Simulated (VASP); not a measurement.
# InAs (Fd-3m) in VASP: notebook, part 2 of 2

VASP 6.6.1.

### Step 3. Relaxation of cell and atoms, PBE

This run uses another cell than the first one, of 22.66 Å³/atom.

INCAR reads:

```
PREC = Accurate
ENCUT = 600
EDIFF = 1E-6
ISMEAR = 0
SIGMA = 0.1
LREAL = F
LASPH = T
NELM = 60
ALGO = Normal
ISIF = 3
LWAVE = F
LCHARG = F
GGA = PE
IBRION = 2
NSW = 100
EDIFFG = -0.01
```

KPOINTS reads:

```
Automatic mesh
0
Gamma
  12 12 12
```

POSCAR reads:

```
InAs
1.0
    0.0000000000      3.5653176027      3.5653176027
    3.5653176027      0.0000000000      3.5653176027
    3.5653176027      3.5653176027      0.0000000000
In As
2 2
Direct
    0.0000000000      0.0000000000      0.0000000000
    0.2500000000      0.2500000000      0.2500000000
    0.5000000000      0.5000000000      0.5000000000
    0.7500000000      0.7500000000      0.7500000000
```

Potentials or basis: VASP PAW PBE potentials, release 64 (In_d, As).

The run is started by

```bash
> cat potpaw_PBE.64/In_d/POTCAR potpaw_PBE.64/As/POTCAR > POTCAR
> mpirun -np 1 vasp_std > vasp.out
```

OUTCAR:

```text
PREC = Accurate
   ENCUT = 600
   EDIFF = 1E-6
   ISMEAR = 0
   LREAL = F
   LASPH = T
   NELM = 60
   ISIF = 3
   GGA = PE
   IBRION = 2
   NSW = 100
   EDIFFG = -0.01

 ion  position               nearest neighbor table
   1  0.000  0.000  0.000-   4 3.09   4 3.09   4 3.09   2 3.09   2 3.09   2 3.09   4 3.09   2 3.09

   2  0.250  0.250  0.250-   1 3.09   1 3.09   1 3.09   3 3.09   3 3.09   3 3.09   3 3.09   1 3.09

   3  0.500  0.500  0.500-   2 3.09   2 3.09   2 3.09   2 3.09
   4  0.750  0.750  0.750-   1 3.09   1 3.09   1 3.09   1 3.09

  LATTYP: Found a face centered cubic cell.
 ALAT       =     7.1306352054

  Lattice vectors:

 A1 = (   0.0000000000,   3.5653176027,   3.5653176027)
 A2 = (   3.5653176027,   0.0000000000,   3.5653176027)
 A3 = (   3.5653176027,   3.5653176027,   0.0000000000)

Analysis of symmetry for initial positions (statically):
=====================================================================
 Subroutine PRICEL returns:
 Original cell was already a primitive cell.

 Routine SETGRP: Setting up the symmetry group for a
 face centered cubic supercell.

 Subroutine GETGRP returns: Found 48 space group operations
 (whereof 24 operations were pure point group operations)
 out of a pool of 48 trial point group operations.

The static configuration has the point symmetry T_d .
 The point group associated with its full space group is O_h .

Analysis of symmetry for dynamics (positions and initial velocities):
=====================================================================
 Subroutine PRICEL returns:
 Original cell was already a primitive cell.

 Routine SETGRP: Setting up the symmetry group for a
 face centered cubic supercell.

 Subroutine GETGRP returns: Found 48 space group operations
 (whereof 24 operations were pure point group operations)
 out of a pool of 48 trial point group operations.

The dynamic configuration has the point symmetry T_d .
 The point group associated with its full space group is O_h .

[... 124 lines left out ...]
  Fermi-wavevector in a.u.,A,eV,Ry     =   1.203374  2.274048 19.702733  1.448110
  Thomas-Fermi vector in A             =   2.339130
   LORBIT       =      0    0 simple, 1 ext, 2 COOP (PROOUT), +10 PAW based schemes
   GGA     = PE    functional components
   LHFCALC =     F    Hartree Fock is set to
   AEXX    =    0.0000 exact exchange contribution
   IVDW    =     0    specifies the selected vdW correction
   LEPSILON=     F    determine dielectric tensor
   LRPA    =     F    only Hartree local field effects (RPA)
 conjugate gradient relaxation of ions
 non-spin polarized calculation
 Gauss-broadening in eV      SIGMA  =   0.10
  energy-cutoff  :      600.00
  volume of cell :       90.64
 maximum number of plane-waves:      3044
   NGX = 21   NGY = 21   NGZ = 21

--------------------------------------- Ionic step        1  -------------------------------------------

 number of electron      36.0000003 magnetization

 Free energy of the ion-electron system (eV)
  ---------------------------------------------------
  ext. energy  EPLUGINS =         0.00000000
  ---------------------------------------------------
  free energy    TOTEN  =       -13.50014586 eV

  energy without entropy =      -13.48887909  energy(sigma->0) =      -13.49451248

------------------------ aborting loop because EDIFF is reached ----------------------------------------

  FORCE on cell =-STRESS in cart. coord.  units (eV):
  Direction    XX          YY          ZZ          XY          YZ          ZX
  --------------------------------------------------------------------------------------
  -------------------------------------------------------------------------------------
  Total        0.5817170      0.5817170      0.5817170      0.0000000      0.0000000      0.0000000
  in kB       10.2824752     10.2824752     10.2824752      0.0000000      0.0000000      0.0000000
  external PRESSURE =      10.2824752 kB  Pullay stress =       0.0000000 kB
[... 63 lines left out ...]
--------------------------------------- Ionic step        3  -------------------------------------------

 number of electron      35.9999989 magnetization

 Free energy of the ion-electron system (eV)
  ---------------------------------------------------
  ext. energy  EPLUGINS =         0.00000000
  ---------------------------------------------------
  free energy    TOTEN  =       -13.50560629 eV

  energy without entropy =      -13.49335436  energy(sigma->0) =      -13.49948033

 E-fermi :   6.7320     XC(G=0): -10.3852

 val. band max:        6.7227749058   @ k =  -0.4167   0.1667   0.0833
 cond. band min:       6.7701116045   @ k =   0.5000   0.2500   0.0000
 fundamental gap:      0.0473366987
 Fermi energy:         6.7320312330

 k-point     1 :       0.0000    0.0000    0.0000
  band No.  band energies     occupation
      1      -7.9823      2.00000
      2      -7.9823      2.00000
      3      -7.9823      2.00000
      4      -7.9340      2.00000
      5      -7.9340      2.00000
      6      -7.7062      2.00000
[... 589 lines left out ...]
     21       8.7577      0.00000
     22       9.6557      0.00000

 [... further k-points ...]
[... 5 lines left out ...]
  --------------------------------------------------------------------------------------
  -------------------------------------------------------------------------------------
  Total       -0.0050490     -0.0050490     -0.0050490      0.0000000      0.0000000      0.0000000
  in kB       -0.0875687     -0.0875687     -0.0875687      0.0000000      0.0000000      0.0000000
  external PRESSURE =      -0.0875687 kB  Pullay stress =       0.0000000 kB
[... 19 lines left out ...]
  FREE ENERGIE OF THE ION-ELECTRON SYSTEM (eV)
  ---------------------------------------------------
  free  energy   TOTEN  =       -13.5056062923 eV

  energy  without entropy=      -13.4933543589  energy(sigma->0) =      -13.49948033

 reached required accuracy - stopping structural energy minimisation
```

Run time: 2.4 min. Hardware: 1 thread of Intel Xeon 6975P-C (Granite Rapids), shared host; peak memory 0.35 GiB.

Results:

```yaml
Free_energy: -13.5056 eV
Relaxed_volume: 23.09 Å³/atom
Relaxed_cell: a = 5.074 Å, b = 5.074 Å, c = 5.074 Å, α = 60.00°, β = 60.00°, γ = 60.00°
Space_group_after_relaxing_to_0.1_Å: Fd-3m (No. 227)
Energy_gained_by_relaxing: 1.4 meV/atom
Ionic_steps: 3
Pressure_after_relaxing: 0.0 GPa
Band_gap_on_the_k_mesh: zero (bands 18 and 19 overlap by 2.81 eV)
```

The path:
```tsv
step	energy change (eV)	largest force (eV/Å)	pressure (GPa)	volume (Å³)
1	0.0000	0.0000	1.03	90.64
2	-0.0054	0.0000	-0.10	92.56
3	-0.0055	0.0000	-0.01	92.38
```

Final structure:
```yaml
crystal:
  lattice:
    - [0.00000, 3.58795, 3.58795]
    - [3.58795, 0.00000, 3.58795]
    - [3.58795, 3.58795, 0.00000]
  atoms:
    - { symbol: In, position: [0.00000, 0.00000, 0.00000] }
    - { symbol: In, position: [0.25000, 0.25000, 0.25000] }
    - { symbol: As, position: [0.50000, 0.50000, 0.50000] }
    - { symbol: As, position: [0.75000, 0.75000, 0.75000] }
```

Caveat: spin-orbit coupling is left out, which moves the levels of the heavy elements.

The gap in the log of VASP goes by the Fermi energy; the results here count the filled bands.